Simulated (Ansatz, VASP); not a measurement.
Hf in VASP and in Ansatz

```
CELL_PARAMETERS angstrom
3.20528 0.00000 0.00000
-1.60264 2.77585 0.00000
0.00000 0.00000 5.06446
ATOMIC_POSITIONS crystal
Hf 0.33333 0.66667 0.25000
Hf 0.66667 0.33333 0.75000
```

Alike in both runs: task single point; functional PBE; k mesh 14 × 14 × 8; occupations tetrahedron; no spin polarisation.

|  | VASP | Ansatz |
| --- | --- | --- |
| version | VASP 6.6.1 | Ansatz 0.2.0 |
| potentials or method | VASP PAW PBE potentials, release 64 (Hf_pv), cutoff 520 eV | all-electron LAPW, scalar-relativistic |

```csv
,VASP,Ansatz,Ansatz less VASP
pressure (GPa),-0.4,0.0,+0.45
"traceless stress, the component that is largest in VASP (GPa)",0.08,0.16,+0.071
```

Ansatz ran all-electron here, and VASP with PAW potentials. Ansatz's warnings: band table not solved further, tetrahedron derivatives may miss energy slope.

Spin-orbit coupling is off throughout.
